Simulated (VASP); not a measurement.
BN:

```xyz
4
Lattice="2.5439 0.0000 0.0000 -1.2720 2.2031 0.0000 0.0000 0.0000 4.3340" Properties=species:S:1:pos:R:3 pbc="T T T"
B     0.0000    1.4688   -0.0021
B     1.2720    0.7344    2.1649
N     0.0000    1.4688    1.6274
N     1.2720    0.7344    3.7944
```

This cell differs from its parent crystal: uniaxial z strain +3.0%.

Base run:

| Quantity | Value |
| --- | --- |
| Program | VASP 6.6.1 |
| Functional | r2SCAN |
| Potentials or basis | VASP PAW PBE potentials, release 64 (B, N) |
| Cutoff | 520 eV |
| k mesh | 12 × 12 × 6 |
| Occupations | gaussian, width 0.01 eV |
| Spin | no spin polarisation |

Its results: band gap on the k mesh 5.75 eV, indirect (least direct gap 8.10 eV); pressure -9.4 GPa; largest force 0.011 eV/Å.

Task: The run is repeated on the same cell with these changes: functional from r2SCAN to PBE; k mesh from 12 × 12 × 6 to 6 × 6 × 4. What comes out?

Result: Band gap on the k mesh 5.22 eV, indirect (least direct gap 7.45 eV); pressure -5.5 GPa; largest force 0.051 eV/Å.

Several settings changed at once, so the effect can't be laid on one alone.

Caveats: some runs use coarse meshes; the PAW data sets were made with another functional, which shifts forces and pressure a little (some runs).

A k mesh can miss the band edges.
